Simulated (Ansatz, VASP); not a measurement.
# SnSe in VASP and in Ansatz

The input POSCAR:

```
SnSe
1.0
    5.1637834147      0.0000000000      0.0000000000
   -2.5818917074      4.4719676168      0.0000000000
    0.0000000000      0.0000000000      6.1925035390
Sn Se
2 2
Direct
    0.3333333333      0.6666666667      0.2500000000
    0.6666666667      0.3333333333      0.7500000000
    0.6666666667      0.3333333333      0.2500000000
    0.3333333333      0.6666666667      0.7500000000
```

Contents of INCAR.step1:

```
PREC     = Accurate       # precision mode
ENCUT    = 550            # plane-wave cutoff, eV
ISMEAR   = 0              # smearing method
SIGMA    = 0.01           # smearing width, eV
LREAL    = False          # projectors in reciprocal space
LASPH    = True           # aspherical terms in the spheres
NELM     = 120            # most SCF steps
NBANDS   = 28             # bands
GGA      = PE             # functional
ALGO     = Normal         # electronic algorithm
EDIFF    = 1E-5           # SCF threshold, eV
LWAVE    = True           # write WAVECAR
LCHARG   = False          # write CHGCAR
GGA_COMPAT= False
```

File INCAR.step2:

```
PREC     = Accurate       # precision mode
ENCUT    = 550            # plane-wave cutoff, eV
EDIFF    = 1E-6           # SCF threshold, eV
ISMEAR   = 0              # smearing method
SIGMA    = 0.01           # smearing width, eV
LREAL    = False          # projectors in reciprocal space
LASPH    = True           # aspherical terms in the spheres
NELM     = 120            # most SCF steps
ALGO     = Normal         # electronic algorithm
ISIF     = 2              # what is computed and relaxed
LWAVE    = False          # write WAVECAR
LCHARG   = False          # write CHGCAR
METAGGA  = R2SCAN         # meta-GGA
LMIXTAU  = True         
NBANDS   = 28             # bands
ISTART   = 1            
GGA_COMPAT= False
```

The input KPOINTS:

```
regular mesh
0
Gamma
  6 6 4
```

Input for Ansatz:

```yaml
crystal:
  lattice:
    - [5.1637834147, 0.0, 0.0]
    - [-2.5818917074, 4.4719676168, 0.0]
    - [0.0, 0.0, 6.192503539]
  atoms:
    - { symbol: Sn, position: [0.3333333333, 0.6666666667, 0.25] }
    - { symbol: Sn, position: [0.6666666667, 0.3333333333, 0.75] }
    - { symbol: Se, position: [0.6666666667, 0.3333333333, 0.25] }
    - { symbol: Se, position: [0.3333333333, 0.6666666667, 0.75] }
kpoints:
  mp_grid: { grid: [6, 6, 4] }
hamiltonian:
  xc: r2scan
scf:
  occupations: { method: fixed }
  n_extra_bands: 5
output:
  forces: true
  stress: true
  eigenvalues: true
```

Alike in both runs: task single point; functional r2SCAN; k mesh 6 × 6 × 4; no spin polarisation.

|  | VASP | Ansatz |
| --- | --- | --- |
| version | VASP 6.6.1 | Ansatz 0.2.0 |
| potentials or method | VASP PAW PBE potentials, release 64 (Sn_d, Se) | plane waves, PAW |
| plane-wave cutoff (eV) | 550 | 500 |
| occupations | gaussian, width 0.01 eV | fixed |
| valence electrons in the cell | 40 | 60 |

```csv
,VASP,Ansatz,Ansatz less VASP
gap on the k mesh at the Fermi level (eV),0.71,0.71,0.000
pressure (GPa),-2.1,-2.1,+0.01
"traceless stress, the component that is largest in VASP (GPa)",-0.08,-0.08,+0.003
```

VASP's potentials were made for PBE, not for r2SCAN. VASP's potentials hold 40 valence electrons a cell and Ansatz's 60, so a difference there can come from the potentials and not from the codes.
